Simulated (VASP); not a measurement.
# Cd (Fd-3m) in VASP: single point with PBEsol

Aim: the single point of Cd with PBEsol.

All numbers are computed with VASP 6.6.1; they aren't measurements. Logs are shortened: lines on timing, memory, paths and dates and some standing lists are left out, and cuts for length are marked.

## (1) The cell of the first run

Symmetry: Fd-3m, No. 227, cubic system. The conventional cell has a = 6.466 Å, b = 6.466 Å, c = 6.466 Å, α = 90.00°, β = 90.00°, γ = 90.00°. Within 3.7 Å of Cd (site symmetry -43m) lie 4 Cd at 2.80 Å.

This isn't the form of Cd at room conditions, which is hcp.

## (2) Single point, PBEsol

The input, INCAR:

```
ALGO = Normal
EDIFF = 1E-6
ENCUT = 500
GGA = PS
GGA_COMPAT = False
ISIF = 2
ISMEAR = -1
LASPH = True
LCHARG = True
LELF = True
LREAL = False
LVHAR = True
LWAVE = False
NBANDS = 19
NELM = 120
PREC = Accurate
SIGMA = 0.05
```

The input, KPOINTS:

```
k-points
0
Gamma
  6 6 6
```

The input, POSCAR:

```
Cd
1.0
    0.0000000000      3.2329703229      3.2329703229
    3.2329703229      0.0000000000      3.2329703229
    3.2329703229      3.2329703229      0.0000000000
Cd
2
Direct
    1.0000000000      1.0000000000      1.0000000000
    0.2500000000      0.2500000000      0.2500000000
```

Potentials or basis: VASP PAW PBE potentials, release 64 (Cd).

The run is started by

```bash
$ cat potpaw_PBE.64/Cd/POTCAR > POTCAR
$ mpirun -np 1 vasp_std > vasp.out
```

OUTCAR:

```text
EDIFF = 1E-6
   ENCUT = 500
   GGA = PS
   ISIF = 2
   ISMEAR = -1
   LASPH = True
   LREAL = False
   NELM = 120
   PREC = Accurate

 ion  position               nearest neighbor table
   1  0.000  0.000  0.000-   2 2.80   2 2.80   2 2.80   2 2.80
   2  0.250  0.250  0.250-   1 2.80   1 2.80   1 2.80   1 2.80

  LATTYP: Found a face centered cubic cell.
 ALAT       =     6.4659406458

  Lattice vectors:

 A1 = (   0.0000000000,   3.2329703229,   3.2329703229)
 A2 = (   3.2329703229,   0.0000000000,   3.2329703229)
 A3 = (   3.2329703229,   3.2329703229,   0.0000000000)

Analysis of symmetry for initial positions (statically):
=====================================================================
 Subroutine PRICEL returns:
 Original cell was already a primitive cell.

 Routine SETGRP: Setting up the symmetry group for a
 face centered cubic supercell.

 Subroutine GETGRP returns: Found 48 space group operations
 (whereof 24 operations were pure point group operations)
 out of a pool of 48 trial point group operations.

The static configuration has the point symmetry T_d .
 The point group associated with its full space group is O_h .

Analysis of symmetry for dynamics (positions and initial velocities):
=====================================================================
 Subroutine PRICEL returns:
 Original cell was already a primitive cell.

 Routine SETGRP: Setting up the symmetry group for a
 face centered cubic supercell.

 Subroutine GETGRP returns: Found 48 space group operations
 (whereof 24 operations were pure point group operations)
 out of a pool of 48 trial point group operations.

The dynamic configuration has the point symmetry T_d .
 The point group associated with its full space group is O_h .

 Subroutine INISYM returns: Found 48 space group operations
 (whereof 24 operations are pure point group operations),
 and found     1 'primitive' translations

----------------------------------------------------------------------------------------

                                     Primitive cell

  volume of cell :      67.5826

  direct lattice vectors                    reciprocal lattice vectors
     0.000000000  3.232970323  3.232970323    -0.154656539  0.154656539  0.154656539
     3.232970323  0.000000000  3.232970323     0.154656539 -0.154656539  0.154656539
     3.232970323  3.232970323  0.000000000     0.154656539  0.154656539 -0.154656539

  length of vectors
     4.572110477  4.572110477  4.572110477     0.267872983  0.267872983  0.267872983

  position of ions in fractional coordinates (direct lattice)
     0.000000000  0.000000000  0.000000000
     0.250000000  0.250000000  0.250000000

  ion indices of the primitive-cell ions
   primitive index   ion index
                 1           1
                 2           2

----------------------------------------------------------------------------------------

 KPOINTS: k-points

Automatic generation of k-mesh.
 Grid dimensions read from file:
 generate k-points for:    6    6    6

 Generating k-lattice:

  Cartesian coordinates                     Fractional coordinates (reciprocal lattice)
    -0.025776090  0.025776090  0.025776090     0.166666667  0.000000000  0.000000000
     0.025776090 -0.025776090  0.025776090     0.000000000  0.166666667  0.000000000
     0.025776090  0.025776090 -0.025776090     0.000000000  0.000000000  0.166666667

  Length of vectors
     0.044645497  0.044645497  0.044645497

  Shift w.r.t. Gamma in fractional coordinates (k-lattice)
     0.000000000  0.000000000  0.000000000

 Subroutine IBZKPT returns following result:
 ===========================================

 Found     16 irreducible k-points:

 Following reciprocal coordinates:
            Coordinates               Weight
  0.000000  0.000000  0.000000      1.000000
  0.166667  0.000000  0.000000      8.000000
  0.333333  0.000000  0.000000      8.000000
  0.500000  0.000000  0.000000      4.000000
  0.166667  0.166667  0.000000      6.000000
  0.333333  0.166667  0.000000     24.000000
[... 8 lines left out ...]
 -0.333333  0.333333  0.166667     24.000000
 -0.333333  0.500000  0.166667     12.000000
   k-points           NKPTS =     16   k-points in BZ     NKDIM =     16   number of bands    NBANDS=     19
   number of dos      NEDOS =    301   number of ions     NIONS =      2
   total plane-waves  NPLWV =  46656
   dimension x,y,z NGX =    36 NGY =   36 NGZ =   36
   dimension x,y,z NGXF=    72 NGYF=   72 NGZF=   72
   ions per type =               2
   NGX,Y,Z   is equivalent  to a cutoff of  13.09, 13.09, 13.09 a.u.
   NGXF,Y,Z  is equivalent  to a cutoff of  26.18, 26.18, 26.18 a.u.
 SYSTEM =  unknown system
   PREC   = accura    normal or accurate (medium, high low for compatibility)
   ISTART =      0    job   : 0-new  1-cont  2-samecut
   ICHARG =      2    charge: 1-file 2-atom 10-const
   ISPIN  =      1    spin polarized calculation?
   LNONCOLLINEAR =      F non collinear calculations
   LSORBIT =      F    spin-orbit coupling
   LASPH  =      T    aspherical Exc in radial PAW
   ENCUT  =  500.0 eV  36.75 Ry    6.06 a.u.   8.34  8.34  8.34*2*pi/ulx,y,z
   NELM   =    120;   NELMIN=  2; NELMDL= -5     # of ELM steps
   EDIFF  = 0.1E-05   stopping-criterion for ELM
   LREAL  =      F    real-space projection
   EDIFFG = 0.1E-04   stopping-criterion for IOM
   NSW    =      0    number of steps for IOM
   IBRION =     -1    ionic relax: 0-MD 1-quasi-New 2-CG
   NFREE  =      0    steps in history (QN), initial steepest desc. (CG)
   ISIF   =      2    stress and relaxation
   ISYM   =      2    0-nonsym 1-usesym 2-fastsym
   POTIM  = 0.5000    time-step for ionic-motion
   TEBEG  =    0.0;   TEEND  =   0.0 temperature during run
   PSTRESS=    0.0 pullay stress
   NELECT =      24.0000    total number of electrons
   NUPDOWN=      -1.0000    fix difference up-down
   EMIN   =  10.00;   EMAX   =-10.00  energy-range for DOS
   EFERMI =   0.00;   METHOD = LEGACY
   ISMEAR =    -1;   SIGMA  =   0.05  broadening in eV -4-tet -1-fermi 0-gaus
   EFERMI_NEDOS =   21; number of points for ismear=-14 and -15
   IALGO  =     38    algorithm
   IMIX   =      4    mixing-type and parameters
     AMIX     =   0.40;   BMIX     =  1.00
     AMIX_MAG =   1.60;   BMIX_MAG =  1.00
  volume/ion in A,a.u.               =      33.79       228.04
  Fermi-wavevector in a.u.,A,eV,Ry     =   1.159312  2.190781 18.286277  1.344003
  Thomas-Fermi vector in A             =   2.295905
   LORBIT       =      0    0 simple, 1 ext, 2 COOP (PROOUT), +10 PAW based schemes
   GGA     = PS    functional components
   LHFCALC =     F    Hartree Fock is set to
   AEXX    =    0.0000 exact exchange contribution
   IVDW    =     0    specifies the selected vdW correction
   LEPSILON=     F    determine dielectric tensor
   LRPA    =     F    only Hartree local field effects (RPA)
 non-spin polarized calculation
  energy-cutoff  :      500.00
  volume of cell :       67.58
 maximum number of plane-waves:      1736
 NGX is ok and might be reduce to    36
   NGX = 17   NGY = 17   NGZ = 17

 number of electron      23.9999990 magnetization

 Free energy of the ion-electron system (eV)
  ---------------------------------------------------
  ext. energy  EPLUGINS =         0.00000000
  ---------------------------------------------------
  free energy    TOTEN  =        -1.42453721 eV

  energy without entropy =       -1.41020930  energy(sigma->0) =       -1.41737325

 E-fermi :   0.3131     XC(G=0):  -8.7427

 val. band max:        0.2632277786   @ k =   0.3333   0.1667   0.0000
 cond. band min:       0.4784813399   @ k =  -0.3333   0.5000   0.1667
 fundamental gap:      0.2152535613
 Fermi energy:         0.3131092894

 k-point     1 :       0.0000    0.0000    0.0000
  band No.  band energies     occupation
      1      -8.9208      2.00000
      2      -8.9208      2.00000
      3      -8.9208      2.00000
      4      -8.8598      2.00000
      5      -8.8598      2.00000
      6      -8.0859      2.00000
[... 11 lines left out ...]
     18       6.1353      0.00000
     19       7.5140      0.00000

 k-point     2 :       0.1667    0.0000    0.0000
  band No.  band energies     occupation
      1      -8.9761      2.00000
      2      -8.9761      2.00000
      3      -8.9133      2.00000
      4      -8.7764      2.00000
      5      -8.7764      2.00000
      6      -8.1327      2.00000
[... 11 lines left out ...]
     18       7.9159      0.00000
     19       8.7736      0.00000

 k-point     3 :       0.3333    0.0000    0.0000
  band No.  band energies     occupation
      1      -8.9953      2.00000
      2      -8.9953      2.00000
      3      -8.8995      2.00000
      4      -8.7196      2.00000
      5      -8.7196      2.00000
      6      -8.2213      2.00000
[... 11 lines left out ...]
     18       7.8258      0.00000
     19      10.1519      0.00000

 k-point     4 :       0.5000    0.0000    0.0000
  band No.  band energies     occupation
      1      -8.9883      2.00000
      2      -8.9883      2.00000
      3      -8.8926      2.00000
      4      -8.7192      2.00000
      5      -8.7192      2.00000
      6      -8.2645      2.00000
[... 11 lines left out ...]
     18       7.4365      0.00000
     19      12.1433      0.00000

 k-point     5 :       0.1667    0.1667    0.0000
  band No.  band energies     occupation
      1      -9.0080      2.00000
      2      -8.9430      2.00000
      3      -8.9430      2.00000
      4      -8.7926      2.00000
      5      -8.6905      2.00000
      6      -8.2897      2.00000
[... 11 lines left out ...]
     18       8.2461      0.00000
     19       9.1646      0.00000

 k-point     6 :       0.3333    0.1667    0.0000
  band No.  band energies     occupation
      1      -9.0433      2.00000
      2      -8.9708      2.00000
      3      -8.9227      2.00000
      4      -8.7134      2.00000
      5      -8.5989      2.00000
      6      -8.3941      2.00000
[... 11 lines left out ...]
     18       8.7095      0.00000
     19      10.1543      0.00000

 k-point     7 :       0.5000    0.1667    0.0000
  band No.  band energies     occupation
      1      -9.0638      2.00000
      2      -8.9993      2.00000
      3      -8.8573      2.00000
      4      -8.6486      2.00000
      5      -8.6191      2.00000
      6      -8.3753      2.00000
[... 11 lines left out ...]
     18       8.8493      0.00000
     19      10.0448      0.00000

 k-point     8 :      -0.3333    0.1667    0.0000
  band No.  band energies     occupation
      1      -9.0434      2.00000
      2      -9.0328      2.00000
      3      -8.8222      2.00000
      4      -8.7091      2.00000
      5      -8.6031      2.00000
      6      -8.3093      2.00000
[... 11 lines left out ...]
     18       9.4338      0.00000
     19      10.1050      0.00000

 k-point     9 :      -0.1667    0.1667    0.0000
  band No.  band energies     occupation
      1      -9.0327      2.00000
      2      -8.9827      2.00000
      3      -8.8894      2.00000
      4      -8.7556      2.00000
      5      -8.6618      2.00000
      6      -8.2327      2.00000
[... 11 lines left out ...]
     18       7.5228      0.00000
     19       8.9397      0.00000

 k-point    10 :       0.3333    0.3333    0.0000
  band No.  band energies     occupation
      1      -9.0061      2.00000
      2      -8.9839      2.00000
      3      -8.9839      2.00000
      4      -8.6104      2.00000
      5      -8.6028      2.00000
      6      -8.4459      2.00000
[... 11 lines left out ...]
     18      10.7422      0.00000
     19      11.8379      0.00000

 k-point    11 :       0.5000    0.3333    0.0000
  band No.  band energies     occupation
      1      -9.0716      2.00000
      2      -9.0049      2.00000
      3      -8.8807      2.00000
      4      -8.6574      2.00000
      5      -8.5043      2.00000
      6      -8.3771      2.00000
[... 11 lines left out ...]
     18      10.5430      0.00000
     19      12.7236      0.00000

 k-point    12 :      -0.3333    0.3333    0.0000
  band No.  band energies     occupation
      1      -9.1018      2.00000
      2      -9.0300      2.00000
      3      -8.8151      2.00000
      4      -8.5271      2.00000
      5      -8.4945      2.00000
      6      -8.4607      2.00000
[... 11 lines left out ...]
     18       9.5270      0.00000
     19       9.9605      0.00000

 k-point    13 :       0.5000    0.5000    0.0000
  band No.  band energies     occupation
      1      -9.0030      2.00000
      2      -9.0030      2.00000
      3      -8.8660      2.00000
      4      -8.8659      2.00000
      5      -8.3645      2.00000
      6      -8.3645      2.00000
[... 11 lines left out ...]
     18      12.7397      0.00000
     19      13.9622      0.00000

 k-point    14 :       0.5000    0.3333    0.1667
  band No.  band energies     occupation
      1      -9.0578      2.00000
      2      -9.0461      2.00000
      3      -8.8342      2.00000
      4      -8.6380      2.00000
      5      -8.4987      2.00000
      6      -8.4869      2.00000
[... 11 lines left out ...]
     18      10.4864      0.00000
     19      11.2591      0.00000

 k-point    15 :      -0.3333    0.3333    0.1667
  band No.  band energies     occupation
      1      -9.0912      2.00000
      2      -9.0541      2.00000
      3      -8.7718      2.00000
      4      -8.5808      2.00000
      5      -8.4927      2.00000
      6      -8.4677      2.00000
[... 11 lines left out ...]
     18       9.0214      0.00000
     19      10.8395      0.00000

 k-point    16 :      -0.3333    0.5000    0.1667
  band No.  band energies     occupation
      1      -9.0724      2.00000
      2      -9.0724      2.00000
      3      -8.7206      2.00000
      4      -8.7206      2.00000
      5      -8.4017      2.00000
      6      -8.4017      2.00000
[... 11 lines left out ...]
     18       9.4621      0.00000
     19      13.6387      0.00000

------------------------ aborting loop because EDIFF is reached ----------------------------------------

  FORCE on cell =-STRESS in cart. coord.  units (eV):
  Direction    XX          YY          ZZ          XY          YZ          ZX
  --------------------------------------------------------------------------------------
  -------------------------------------------------------------------------------------
  Total        0.2309736      0.2309736      0.2309736      0.0000000      0.0000000     -0.0000000
  in kB        5.4756773      5.4756773      5.4756773      0.0000000      0.0000000     -0.0000000
  external PRESSURE =       5.4756773 kB  Pullay stress =       0.0000000 kB

 VOLUME and BASIS-vectors are now :
 -----------------------------------------------------------------------------
  energy-cutoff  :      500.00
  volume of cell :       67.58
      direct lattice vectors                 reciprocal lattice vectors
     0.000000000  3.232970323  3.232970323    -0.154656539  0.154656539  0.154656539
     3.232970323  0.000000000  3.232970323     0.154656539 -0.154656539  0.154656539
     3.232970323  3.232970323  0.000000000     0.154656539  0.154656539 -0.154656539

 POSITION                                       TOTAL-FORCE (eV/Angst)
 -----------------------------------------------------------------------------------
      0.00000      0.00000      0.00000         0.000000      0.000000      0.000000
      1.61649      1.61649      1.61649        -0.000000     -0.000000     -0.000000
 -----------------------------------------------------------------------------------
    total drift:                                0.000000      0.000000      0.000000

  FREE ENERGIE OF THE ION-ELECTRON SYSTEM (eV)
  ---------------------------------------------------
  free  energy   TOTEN  =        -1.4245372068 eV

  energy  without entropy=       -1.4102092953  energy(sigma->0) =       -1.41737325
```

It took 16 s on 1 thread of Intel Xeon Platinum 8259CL at 2.50GHz (Skylake/Cascade Lake), shared host; peak memory 0.2 GiB.

Results:

```yaml
Free_energy: -1.4245 eV
Pressure: 0.5 GPa
Band_gap_on_the_k_mesh: zero (bands 12 and 13 overlap by 5.22 eV)
```

Levels at points of the mesh, in eV from the Fermi level:
| k point | band 8 | band 9 | band 10 | band 11 | band 12 | band 13 | band 14 | band 15 | band 16 | band 17 |
| --- | --- | --- | --- | --- | --- | --- | --- | --- | --- | --- |
| (0.00, 0.00, 0.00) | -8.40 | -8.20 | -8.20 | -6.75 | 4.65 | 4.65 | 4.65 | 5.62 | 5.82 | 5.82 |
| (0.50, 0.00, 0.00) | -8.42 | -8.17 | -8.17 | -4.38 | -2.69 | 2.90 | 2.90 | 4.75 | 6.57 | 6.57 |
| (0.50, 0.50, 0.00) | -8.50 | -8.11 | -8.11 | -2.97 | -2.97 | 0.94 | 0.94 | 3.85 | 3.85 | 12.43 |

Caveat: the PAW data sets were made with another functional, which shifts forces and pressure a little.
